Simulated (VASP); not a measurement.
## Mg4O: single point with PBEsol

System: Mg4O, a slab with vacuum.

```
Mg O
1.0
     3.18820    0.00000    0.00000
     0.00000    5.10847    0.00000
     0.00000    0.00000   19.13584
Mg O
4 1
Direct
  0.00000 0.75000 0.20903
  0.50000 0.25000 0.25713
  0.50000 0.75000 0.35761
  0.00000 0.25000 0.39903
  0.12500 0.75000 0.42467
```

- Program: VASP 6.6.1
- Task: single point
- Functional: PBEsol
- Potentials or basis: VASP PAW PBE potentials, release 64 (Mg, O)
- Cutoff: 520 eV
- k mesh: 8 × 5 × 1
- Occupations: gaussian, width 0.1 eV
- Spin: no spin polarisation
- Dipole correction: yes
- Further INCAR settings: ALGO = Normal; EDIFF = 1e-07; NBANDS = 15

The largest force is 3.180 eV/Å and the band gap on the k mesh is zero (bands 7 and 8 overlap by 0.74 eV).

Forces on the atoms (eV/Å):
```
Mg   0.007  0.000  0.121
Mg   0.037  0.000 -0.151
Mg   2.798  0.000 -0.529
Mg   0.338  0.000  0.502
O   -3.180  0.000  0.057
```

Levels at points of the mesh, in eV from the Fermi level:
| k point | band 5 | band 6 | band 7 | band 8 | band 9 | band 10 |
| --- | --- | --- | --- | --- | --- | --- |
| (0.00, 0.00, 0.00) | -2.14 | -1.35 | -0.36 | -0.25 | 0.64 | 2.20 |
| (0.50, 0.00, 0.00) | -1.92 | -1.41 | 0.23 | 1.17 | 2.60 | 2.86 |

It took 4 min on 1 thread of Intel Xeon 8259CL, with other jobs on the host, peak memory 0.36 GiB.

Caveat: the PAW data sets were made with another functional, which shifts forces and pressure a little.
